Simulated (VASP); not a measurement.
Cl, 1 atom in the cell. It takes space group Im-3m (No. 229, cubic). Conventional cell: a = 3.388 Å, b = 3.388 Å, c = 3.388 Å, α = 90.00°, β = 90.00°, γ = 90.00°. Within 3.9 Å of Cl (site symmetry m-3m) lie 14 Cl at 2.93 to 3.39 Å.  This cell differs from its parent crystal: volume scaled by 0.9.

* Program: VASP 6.6.1
* Task: single point
* Functional: PBE
* Potentials or basis: VASP PAW PBE potentials, release 64 (Cl)
* Cutoff: 520 eV
* k mesh: 17 × 17 × 17
* Occupations: fermi-dirac, width 0.1 eV
* Spin: no spin polarisation
* Dipole correction: no
* Further INCAR settings: ALGO = Normal; EDIFF = 1e-06; NBANDS = 10

Potentials or basis: VASP PAW PBE potentials, release 64 (Cl).

The run is started by

```sh
$ cat potpaw_PBE.64/Cl/POTCAR > POTCAR
$ mpirun -np 1 vasp_std > vasp.out
```

Hardware: 1 thread of AMD EPYC 9R45 (Zen 5) (shared host).

Estimate the wall time of this run.

It took 11 s on 1 thread of AMD EPYC 9R45 (Zen 5), on a shared host, peak memory 0.12 GiB. Counts: scf iterations 10, k points 165.
